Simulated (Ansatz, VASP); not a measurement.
# Two plane-wave programs on Co

```
Co
1.0
     4.44633    0.00000    0.00000
     0.00000    4.44633    0.00000
     0.00000    0.00000    4.44633
Co
8
Direct
  0.50000 0.50000 0.50000
  0.00000 0.00000 0.00000
  0.25000 0.00000 0.50000
  0.50000 0.25000 0.00000
  0.50000 0.75000 0.00000
  0.75000 0.00000 0.50000
  0.00000 0.50000 0.75000
  0.00000 0.50000 0.25000
```

Alike in both runs: task single point; functional PBE; k mesh 4 × 4 × 4; occupations gaussian, width 0.1 eV; collinear spin.

|  | VASP | Ansatz |
| --- | --- | --- |
| version | VASP 6.6.1 | Ansatz 0.2.0 |
| potentials or method | VASP PAW PBE potentials, release 64 (Co), cutoff 520 eV | scalar-relativistic, plane waves, PAW |
| valence electrons in the cell | 72 | 136 |

VASP gave:

* gap on the k mesh at the Fermi level (eV): none
* pressure (GPa): 2.0
* net moment per atom (μB): 1.69
* size of the moment on the site where the two differ most (μB): 1.63

Problem. Estimate Ansatz's values.

Solution. gap on the k mesh at the Fermi level (eV): none; pressure (GPa): 2.7; net moment per atom (μB): 1.69; size of the moment on the site where the two differ most (μB): 1.69.

Site moments also hang on the region over which each program counts them. A gap of «none» marks a metal or a gap that the smearing closes. VASP's potentials hold 72 valence electrons a cell and Ansatz's 136, so a difference there can come from the potentials and not from the codes.
